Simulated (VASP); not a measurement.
# Mg (P6_3/mmc) in VASP: a series of runs

Mg is run at these levels: PBEsol+D3(BJ), PBEsol; tasks: single point.

Everything below comes from runs of VASP 6.6.1. Logs are shortened: lines on timing, memory, paths and dates and some standing lists are left out, and cuts for length are marked.

**1. The cell of the first run**

The structure is hexagonal, space group P6_3/mmc (No. 194). The conventional cell has a = 3.101 Å, b = 3.101 Å, c = 5.175 Å, α = 90.00°, β = 90.00°, γ = 120.00°. Within 4.1 Å of Mg (site symmetry -6m2) lie 12 Mg at 3.10 to 3.15 Å.

**2. Single point, PBEsol+D3(BJ)**

The input, INCAR:

```
  ALGO = Normal
  EDIFF = 1E-6
  ENCUT = 600
  GGA = PS
  GGA_COMPAT = False
  ISIF = 2
  ISMEAR = -1
  IVDW = 12
  LASPH = True
  LCHARG = False
  LREAL = False
  LWAVE = False
  NBANDS = 9
  NELM = 120
  PREC = Accurate
  SIGMA = 0.05
```

The input, KPOINTS:

```
k-points
0
Gamma
  10 10 5
```

The input, POSCAR:

```
Mg
1.0
    3.1008610842      0.0000000000      0.0000000000
   -1.5504305421      2.6854244725      0.0000000000
    0.0000000000      0.0000000000      5.1754899346
Mg
2
Direct
    0.6666666667      0.3333333333      0.7500000000
    0.3333333333      0.6666666667      0.2500000000
```

Potentials or basis: VASP PAW PBE potentials, release 64 (Mg).

Run with:

```sh
cat potpaw_PBE.64/Mg/POTCAR > POTCAR
mpirun -np 1 vasp_std > vasp.out
```

OUTCAR:

```text
EDIFF = 1E-6
   ENCUT = 600
   GGA = PS
   ISIF = 2
   ISMEAR = -1
   IVDW = 12
   LASPH = True
   LREAL = False
   NELM = 120
   PREC = Accurate
 IVDW          = 12

 ion  position               nearest neighbor table
   1  0.667  0.333  0.750-   2 3.15   2 3.15   2 3.15   2 3.15   2 3.15   2 3.15
   2  0.333  0.667  0.250-   1 3.15   1 3.15   1 3.15   1 3.15   1 3.15   1 3.15

  LATTYP: Found a hexagonal cell.
 ALAT       =     3.1008610842
 C/A-ratio  =     1.6690492718

  Lattice vectors:

 A1 = (   3.1008610842,   0.0000000000,   0.0000000000)
 A2 = (  -1.5504305421,   2.6854244725,   0.0000000000)
 A3 = (   0.0000000000,   0.0000000000,   5.1754899346)

Analysis of symmetry for initial positions (statically):
=====================================================================
 Subroutine PRICEL returns:
 Original cell was already a primitive cell.

 Routine SETGRP: Setting up the symmetry group for a
 hexagonal supercell.

 Subroutine GETGRP returns: Found 24 space group operations
 (whereof 12 operations were pure point group operations)
 out of a pool of 24 trial point group operations.

The static configuration has the point symmetry D_3d.
 The point group associated with its full space group is D_6h.

Analysis of symmetry for dynamics (positions and initial velocities):
=====================================================================
 Subroutine PRICEL returns:
 Original cell was already a primitive cell.

 Routine SETGRP: Setting up the symmetry group for a
 hexagonal supercell.

 Subroutine GETGRP returns: Found 24 space group operations
 (whereof 12 operations were pure point group operations)
 out of a pool of 24 trial point group operations.

The dynamic configuration has the point symmetry D_3d.
 The point group associated with its full space group is D_6h.

 Subroutine INISYM returns: Found 24 space group operations
 (whereof 12 operations are pure point group operations),
 and found     1 'primitive' translations

----------------------------------------------------------------------------------------

                                     Primitive cell

  volume of cell :      43.0970

  direct lattice vectors                    reciprocal lattice vectors
     3.100861084  0.000000000  0.000000000     0.322491067  0.186190304  0.000000000
    -1.550430542  2.685424472  0.000000000     0.000000000  0.372380609  0.000000000
     0.000000000  0.000000000  5.175489935     0.000000000  0.000000000  0.193218422

[... 88 lines left out ...]
   NFREE  =      0    steps in history (QN), initial steepest desc. (CG)
   ISIF   =      2    stress and relaxation
   ISYM   =      2    0-nonsym 1-usesym 2-fastsym
   POTIM  = 0.5000    time-step for ionic-motion
   TEBEG  =    0.0;   TEEND  =   0.0 temperature during run
   PSTRESS=    0.0 pullay stress
   NELECT =       4.0000    total number of electrons
   NUPDOWN=      -1.0000    fix difference up-down
   EMIN   =  10.00;   EMAX   =-10.00  energy-range for DOS
   EFERMI =   0.00;   METHOD = LEGACY
   ISMEAR =    -1;   SIGMA  =   0.05  broadening in eV -4-tet -1-fermi 0-gaus
   EFERMI_NEDOS =   21; number of points for ismear=-14 and -15
   IALGO  =     38    algorithm
   IMIX   =      4    mixing-type and parameters
     AMIX     =   0.40;   BMIX     =  1.00
     AMIX_MAG =   1.60;   BMIX_MAG =  1.00
  volume/ion in A,a.u.               =      21.55       145.42
  Fermi-wavevector in a.u.,A,eV,Ry     =   0.741218  1.400699  7.475096  0.549404
  Thomas-Fermi vector in A             =   1.835806
   LORBIT       =      0    0 simple, 1 ext, 2 COOP (PROOUT), +10 PAW based schemes
   GGA     = PS    functional components
   LHFCALC =     F    Hartree Fock is set to
   AEXX    =    0.0000 exact exchange contribution
   IVDW    =    12    specifies the selected vdW correction
   LEPSILON=     F    determine dielectric tensor
   LRPA    =     F    only Hartree local field effects (RPA)
 non-spin polarized calculation
  energy-cutoff  :      600.00
  volume of cell :       43.10
 maximum number of plane-waves:      1454
 NGX is ok and might be reduce to    28
   NGX = 13   NGY = 13   NGZ = 21

 number of electron       4.0000000 magnetization

 Free energy of the ion-electron system (eV)
  ---------------------------------------------------
  ext. energy  EPLUGINS =         0.00000000
  ---------------------------------------------------
  free energy    TOTEN  =        -3.43532755 eV

  energy without entropy =       -3.42748455  energy(sigma->0) =       -3.43140605

 E-fermi :   2.9802     XC(G=0):  -8.7344

 val. band max:        2.9301978193   @ k =   0.5000   0.0000   0.4000
 cond. band min:       3.0064217133   @ k =   0.4000   0.1000   0.4000
 fundamental gap:      0.0762238940
 Fermi energy:         2.9802153020

 k-point     1 :       0.0000    0.0000    0.0000
  band No.  band energies     occupation
      1      -4.2778      2.00000
      2       0.9904      2.00000
      3       1.4350      2.00000
      4      14.5280      0.00000
      5      14.5280      0.00000
      6      14.8426      0.00000
      7      14.8426      0.00000
      8      14.8844      0.00000
      9      17.2857      0.00000
[... 265 lines left out ...]
 k-point    24 :       0.4000    0.1000    0.2000
  band No.  band energies     occupation
      1       0.2202      2.00000
      2       2.1133      2.00000
      3       3.5320      0.00003
      4       5.3501      0.00000
      5       7.3096      0.00000
      6       8.4393      0.00000
      7      10.0262      0.00000
      8      11.4101      0.00000
      9      14.2244      0.00000

 [... further k-points ...]

------------------------ aborting loop because EDIFF is reached ----------------------------------------

 Edisp (eV)   -0.55855

 E8    (eV) :    -0.3705

  FORCE on cell =-STRESS in cart. coord.  units (eV):
  Direction    XX          YY          ZZ          XY          YZ          ZX
  --------------------------------------------------------------------------------------
  -------------------------------------------------------------------------------------
  Total      -0.07643    -0.07643    -0.08446     0.00000     0.00000     0.00000
  in kB      -2.84155    -2.84155    -3.13977     0.00000     0.00000     0.00000
  external pressure =       -2.94 kB  Pullay stress =        0.00 kB

 VOLUME and BASIS-vectors are now :
 -----------------------------------------------------------------------------
  energy-cutoff  :      600.00
  volume of cell :       43.10
      direct lattice vectors                 reciprocal lattice vectors
     3.100861084  0.000000000  0.000000000     0.322491067  0.186190304  0.000000000
    -1.550430542  2.685424472  0.000000000     0.000000000  0.372380609  0.000000000
     0.000000000  0.000000000  5.175489935     0.000000000  0.000000000  0.193218422

 POSITION                                       TOTAL-FORCE (eV/Angst)
 -----------------------------------------------------------------------------------
      1.55043      0.89514      3.88162        -0.000000      0.000000      0.000000
     -0.00000      1.79028      1.29387         0.000000     -0.000000      0.000000
 -----------------------------------------------------------------------------------
    total drift:                                0.000000     -0.000000      0.000000

  FREE ENERGIE OF THE ION-ELECTRON SYSTEM (eV)
  ---------------------------------------------------
  free  energy   TOTEN  =        -3.9938742852 eV

  energy  without entropy=       -3.9860312937  energy(sigma->0) =       -3.98995279
```

OSZICAR:

```text
N       E                     dE             d eps       ncg     rms          rms(c)
DAV:   1    -0.243157237034E+00   -0.24316E+00   -0.13697E+03   756   0.351E+02
DAV:   2    -0.339731585398E+01   -0.31542E+01   -0.31129E+01  1030   0.306E+01
DAV:   3    -0.345500899088E+01   -0.57693E-01   -0.57508E-01   967   0.322E+00
DAV:   4    -0.345526105990E+01   -0.25207E-03   -0.25207E-03   992   0.198E-01
DAV:   5    -0.345526216811E+01   -0.11082E-05   -0.11081E-05   980   0.116E-02    0.946E-01
DAV:   6    -0.344464237808E+01    0.10620E-01   -0.47724E-04   905   0.146E-01    0.602E-01
DAV:   7    -0.343532556046E+01    0.93168E-02   -0.19418E-03   819   0.264E-01    0.300E-02
DAV:   8    -0.343532769781E+01   -0.21374E-05   -0.17076E-05  1084   0.253E-02    0.614E-03
DAV:   9    -0.343532754584E+01    0.15196E-06   -0.84914E-07   819   0.413E-03
   1 F= -.39938743E+01 E0= -.39899528E+01  d E =-.784299E-02
```

stdout:

```text
POSCAR found type information on POSCAR Mg
 POSCAR found :  1 types and       2 ions
 scaLAPACK will be used
 -----------------------------------------------------------------------------
|                                                                             |
|                                                                             |
|     You enforced a specific xc type in the INCAR file but a different       |
|     I HOPE YOU KNOW WHAT YOU ARE DOING!                                     |
|                                                                             |
 -----------------------------------------------------------------------------

 LDA part: xc-table for (Slater+PW92), standard interpolation
 POSCAR, INCAR and KPOINTS ok, starting setup
 FFT: planning ... GRIDC
 FFT: planning ... GRID_SOFT
 FFT: planning ... GRID
 WAVECAR not read
 entering main loop
```

Run time: 14 s. Hardware: 1 thread of Intel Xeon Platinum 8488C (Sapphire Rapids), shared host; peak memory 0.18 GiB.

What came out:

| Quantity | Value |
| --- | --- |
| Free energy | -3.9939 eV |
| Pressure | -0.3 GPa |
| Band gap on the k mesh | zero (band 2 reaches 3.47 eV, above the bottom of band 3 at 1.44 eV) |
| Dispersion energy per atom | -0.279 eV |

Caveat: three body term missing; the PAW data sets were made with another functional, which shifts forces and pressure a little; pairwise dispersion overbinds metals, which lowers pressure and volume.

**3. Single point, PBEsol**

This run uses another cell than the first one, of 22.57 Å³/atom, 1.048 times its volume.

The input, INCAR:

```
SYSTEM = Mg
ALGO     = Normal         ! electronic algorithm
EDIFF    = 1E-6           ! SCF threshold, eV
ENCUT    = 600            ! plane-wave cutoff, eV
GGA      = PS             ! functional
GGA_COMPAT= .FALSE.      
ISIF     = 2              ! what is computed and relaxed
ISMEAR   = -1             ! smearing method
LASPH    = .TRUE.         ! aspherical terms in the spheres
LCHARG   = .FALSE.        ! write CHGCAR
LREAL    = .FALSE.        ! projectors in reciprocal space
LWAVE    = .FALSE.        ! write WAVECAR
NBANDS   = 9              ! bands
NELM     = 120            ! most SCF steps
PREC     = Accurate       ! precision mode
SIGMA    = 0.05           ! smearing width, eV
```

The input, KPOINTS:

```
k-points
0
G
  10 10 5
  0 0 0
```

The input, POSCAR:

```
Mg
1.0
    3.1480974845      0.0000000000      0.0000000000
   -1.5740487423      2.7263323952      0.0000000000
    0.0000000000      0.0000000000      5.2604507636
Mg
2
Direct
    0.6666666667      0.3333333333      0.7500000000
    0.3333333333      0.6666666667      0.2500000000
```

Potentials or basis: VASP PAW PBE potentials, release 64 (Mg).

Run with:

```sh
cat potpaw_PBE.64/Mg/POTCAR > POTCAR
mpirun -np 1 vasp_std > vasp.out
```

OUTCAR:

```text
SYSTEM = Mg
   EDIFF = 1E-6
   ENCUT = 600
   GGA = PS
   ISIF = 2
   ISMEAR = -1
   LASPH = .TRUE.
   LREAL = .FALSE.
   NELM = 120
   PREC = Accurate

 ion  position               nearest neighbor table
   1  0.667  0.333  0.750-   2 3.20   2 3.20   2 3.20   2 3.20   2 3.20   2 3.20
   2  0.333  0.667  0.250-   1 3.20   1 3.20   1 3.20   1 3.20   1 3.20   1 3.20

  LATTYP: Found a hexagonal cell.
 ALAT       =     3.1480974845
 C/A-ratio  =     1.6709936047

  Lattice vectors:

 A1 = (   3.1480974845,   0.0000000000,   0.0000000000)
 A2 = (  -1.5740487423,   2.7263323952,   0.0000000000)
 A3 = (   0.0000000000,   0.0000000000,   5.2604507636)

Analysis of symmetry for initial positions (statically):
=====================================================================
 Subroutine PRICEL returns:
 Original cell was already a primitive cell.

 Routine SETGRP: Setting up the symmetry group for a
 hexagonal supercell.

 Subroutine GETGRP returns: Found 24 space group operations
 (whereof 12 operations were pure point group operations)
 out of a pool of 24 trial point group operations.

The static configuration has the point symmetry D_3d.
[... 169 lines left out ...]

 k-point     1 :       0.0000    0.0000    0.0000
  band No.  band energies     occupation
      1      -4.3222      2.00000
      2       0.8199      2.00000
      3       1.1769      2.00000
      4      14.0105      0.00000
      5      14.0105      0.00000
      6      14.2315      0.00000
      7      14.2315      0.00000
      8      14.3560      0.00000
      9      16.5706      0.00000
[... 265 lines left out ...]
 k-point    24 :       0.4000    0.1000    0.2000
  band No.  band energies     occupation
      1       0.0494      2.00000
      2       1.8981      2.00000
      3       3.2586      0.00005
      4       5.0370      0.00000
      5       6.9614      0.00000
      6       8.0203      0.00000
      7       9.4919      0.00000
      8      10.9170      0.00000
      9      13.6073      0.00000

 [... further k-points ...]

------------------------ aborting loop because EDIFF is reached ----------------------------------------

  FORCE on cell =-STRESS in cart. coord.  units (eV):
  Direction    XX          YY          ZZ          XY          YZ          ZX
  --------------------------------------------------------------------------------------
  -------------------------------------------------------------------------------------
  Total       -0.0108321     -0.0108321     -0.0128845      0.0000000      0.0000000      0.0000000
  in kB       -0.3843900     -0.3843900     -0.4572226      0.0000000      0.0000000      0.0000000
  external PRESSURE =      -0.4086675 kB  Pullay stress =       0.0000000 kB

 VOLUME and BASIS-vectors are now :
 -----------------------------------------------------------------------------
  energy-cutoff  :      600.00
  volume of cell :       45.15
      direct lattice vectors                 reciprocal lattice vectors
     3.148097485  0.000000000  0.000000000     0.317652171  0.183396566  0.000000000
    -1.574048742  2.726332395  0.000000000     0.000000000  0.366793133  0.000000000
     0.000000000  0.000000000  5.260450764     0.000000000  0.000000000  0.190097778

 POSITION                                       TOTAL-FORCE (eV/Angst)
 -----------------------------------------------------------------------------------
      1.57405      0.90878      3.94534        -0.000000      0.000000      0.000000
     -0.00000      1.81755      1.31511         0.000000     -0.000000      0.000000
 -----------------------------------------------------------------------------------
    total drift:                                0.000000     -0.000000      0.000000

  FREE ENERGIE OF THE ION-ELECTRON SYSTEM (eV)
  ---------------------------------------------------
  free  energy   TOTEN  =        -3.4466237399 eV

  energy  without entropy=       -3.4382409172  energy(sigma->0) =       -3.44243233
```

OSZICAR:

```text
N       E                     dE             d eps       ncg     rms          rms(c)
DAV:   1    -0.361809929945E+00   -0.36181E+00   -0.14702E+03   756   0.358E+02
DAV:   2    -0.340904071518E+01   -0.30472E+01   -0.29409E+01  1010   0.273E+01
DAV:   3    -0.346615040147E+01   -0.57110E-01   -0.56360E-01   970   0.332E+00
DAV:   4    -0.346635802008E+01   -0.20762E-03   -0.20760E-03   997   0.200E-01
DAV:   5    -0.346635893258E+01   -0.91250E-06   -0.91229E-06   957   0.120E-02    0.954E-01
DAV:   6    -0.345598395328E+01    0.10375E-01   -0.59065E-04   872   0.159E-01    0.607E-01
DAV:   7    -0.344661921478E+01    0.93647E-02   -0.24077E-03   786   0.289E-01    0.310E-02
DAV:   8    -0.344662397304E+01   -0.47583E-05   -0.19289E-05  1063   0.273E-02    0.626E-03
DAV:   9    -0.344662373988E+01    0.23316E-06   -0.86125E-07   809   0.402E-03
   1 F= -.34466237E+01 E0= -.34424323E+01  d E =-.838282E-02
```

stdout:

```text
POSCAR found type information on POSCAR Mg
 POSCAR found :  1 types and       2 ions
 scaLAPACK will be used
 -----------------------------------------------------------------------------
|                                                                             |
|                                                                             |
|     You enforced a specific xc type in the INCAR file but a different       |
|     I HOPE YOU KNOW WHAT YOU ARE DOING!                                     |
|                                                                             |
 -----------------------------------------------------------------------------

 LDA part: xc-table for (Slater+PW92), standard interpolation
 POSCAR, INCAR and KPOINTS ok, starting setup
 FFT: planning ... GRIDC
 FFT: planning ... GRID_SOFT
 FFT: planning ... GRID
 WAVECAR not read
 entering main loop
```

It took 15 s on 1 thread of Intel Xeon Platinum 8488C (Sapphire Rapids), shared host; peak memory 0.18 GiB.

Results:

| Quantity | Value |
| --- | --- |
| Free energy | -3.4466 eV |
| Pressure | 0.0 GPa |
| Band gap on the k mesh | zero (band 2 reaches 3.24 eV, above the bottom of band 3 at 1.18 eV) |

Levels at points of the mesh, in eV from the Fermi level:
```
           k point  band 1  band 2  band 3  band 4  band 5
(0.00, 0.00, 0.00)   -7.05   -1.91   -1.55   11.28   11.28
(0.50, 0.00, 0.00)   -2.15   -2.08    2.60    2.92    3.08
```

Caveat: the PAW data sets were made with another functional, which shifts forces and pressure a little.
